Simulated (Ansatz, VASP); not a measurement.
HgTe: VASP beside Ansatz

The input POSCAR:

```
HgTe
1.0
    0.0000000000      3.2891578920      3.2891578920
    3.2891578920      0.0000000000      3.2891578920
    3.2891578920      3.2891578920      0.0000000000
Hg Te
1 1
Direct
    0.0000000000      0.0000000000      0.0000000000
    0.2500000000      0.2500000000      0.2500000000
```

The input INCAR.step1:

```
SYSTEM = HgTe
  PREC = Accurate
  ENCUT = 520
  ISMEAR = -1
  SIGMA = 0.02
  LREAL = .False.
  LASPH = .True.
  NELM = 100
  NBANDS = 16
  GGA = PE
  ALGO = Normal
  EDIFF = 1E-4
  LWAVE = .True.
  LCHARG = .False.
```

File INCAR.step2:

```
SYSTEM = HgTe
  PREC = Accurate
  ENCUT = 520
  EDIFF = 1E-7
  ISMEAR = -1
  SIGMA = 0.02
  LREAL = .False.
  LASPH = .True.
  NELM = 100
  ALGO = Normal
  ISIF = 2
  LWAVE = .False.
  LCHARG = .True.
  METAGGA = R2SCAN
  LMIXTAU = .True.
  LELF = .True.
  LVHAR = .True.
  NBANDS = 16
  ISTART = 1
```

KPOINTS

```
Automatic mesh
0
Gamma
  6 6 6
  0 0 0
```

Input for Ansatz:

```yaml
crystal:
  lattice:
    - [0.0, 3.289157892, 3.289157892]
    - [3.289157892, 0.0, 3.289157892]
    - [3.289157892, 3.289157892, 0.0]
  atoms:
    - { symbol: Hg, position: [0.0, 0.0, 0.0] }
    - { symbol: Te, position: [0.25, 0.25, 0.25] }
kpoints:
  mp_grid: { grid: [6, 6, 6] }
  band_path:
    path:
      - [0.0, 0.0, 0.0]
      - [-0.5, -0.5, 0.0]
      - [-0.375, -0.375, 0.25]
      - [-0.375, 0.0, 0.375]
      - [0.0, 0.0, 0.5]
      - [-0.5, -0.25, 0.25]
    npoints: 1
hamiltonian:
  xc: r2scan
scf:
  occupations: { method: fermi_dirac, width: 0.02 }
  n_extra_bands: 4
output:
  forces: true
  stress: true
  eigenvalues: true
```

Alike in both runs: task single point; functional r2SCAN; k mesh 6 × 6 × 6; occupations fermi-dirac, width 0.02 eV; no spin polarisation.

```csv
,VASP,Ansatz
version,VASP 6.6.1,Ansatz 0.2.0
potentials or method,"VASP PAW PBE potentials, release 64 (Hg, Te)","plane waves, PAW"
plane-wave cutoff (eV),520,500
valence electrons in the cell,18,36
```

```csv
,VASP,Ansatz,Ansatz less VASP
pressure (GPa),0.0,0.0,-0.06
```

VASP's potentials were made for PBE, not for r2SCAN. The functional is the same, so the differences come from potentials, cutoffs and numerics. VASP's potentials hold 18 valence electrons a cell and Ansatz's 36, so a difference there can come from the potentials and not from the codes.

Neither program's run includes spin-orbit coupling.
